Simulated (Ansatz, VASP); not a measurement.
**One calculation of Mg2Si3N, two programs**

```
Mg Si N
1.0
     5.41018    0.00000    0.00000
    -2.70509    4.68535    0.00000
     0.00000    0.00000    3.27758
Mg Si N
2 3 1
Direct
  0.33333 0.66667 0.00000
  0.66667 0.33333 0.00000
  0.50000 0.00000 0.50000
  0.50000 0.50000 0.50000
  0.00000 0.50000 0.50000
  0.00000 0.00000 0.00000
```

Change from the starting cell: species swapped into the YbCo3B2 type (P6/mmm, No. 191).

Alike in both runs: task relaxation of cell and atoms; functional PBE; k mesh 6 × 6 × 6; occupations gaussian, width 0.1 eV; collinear spin.

```csv
,VASP,Ansatz
version,VASP 6.6.1,Ansatz 0.2.0
potentials or method,"VASP PAW PBE potentials, release 64 (Mg, Si, N), cutoff 600 eV","scalar-relativistic, plane waves, PAW"
valence electrons in the cell,21,37
```

|  | VASP | Ansatz | Ansatz less VASP |
| --- | --- | --- | --- |
| gap on the k mesh at the Fermi level, each at its own relaxed structure (eV) | none | none | - |
| net moment per atom (μB) | 0.00 | 0.12 | +0.122 |
| size of the moment on the site where the two differ most (μB) | 0.00 | 0.75 | +0.751 |
| relaxed volume (Å³/atom) | 16.68 | 17.31 | +0.631 |
| relaxed cell length with the largest relative difference (Å) | 5.152 | 5.318 | +0.1659 |

The net moments are unlike, so the other rows may belong to different states. Site moments also hang on the region over which each program counts them. A gap of «none» marks a metal or a gap that the smearing closes. VASP's potentials hold 21 valence electrons a cell and Ansatz's 37, so a difference there can come from the potentials and not from the codes. Ansatz's warnings: cell relax basis refresh.

Noted on VASP's run: the volume moved by over 15 % at a fixed basis, so the end points are rough.
